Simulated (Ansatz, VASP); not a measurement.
# One calculation of Ir, two programs

```
Ir
1.0
     0.00000    1.86309    1.86309
     1.86309    0.00000    1.86309
     1.86309    1.86309    0.00000
Ir
1
Direct
  0.00000 0.00000 0.00000
```

Alike in both runs: functional LDA; k mesh 12 × 12 × 12; occupations fermi-dirac, width 0.05 eV; collinear spin.

```csv
,VASP,Ansatz
version,VASP 6.6.1,Ansatz 0.2.0
potentials or method,"VASP PAW LDA potentials, release 64 (Ir_sv_GW)",PseudoDojo standard (LDA files)
plane-wave cutoff (eV),560,925
valence electrons in the cell,17,17
task,single point,projected density of states
```

|  | VASP | Ansatz | Ansatz less VASP |
| --- | --- | --- | --- |
| gap on the k mesh at the Fermi level (eV) | none | none | - |
| net moment per atom (μB) | 0.00 | 0.00 | 0.000 |

LDA's correlation is that of Perdew and Zunger in VASP and of Perdew and Wang (1992) in Ansatz. A gap of «none» marks a metal or a gap that the smearing closes.

Neither program's run includes spin-orbit coupling.
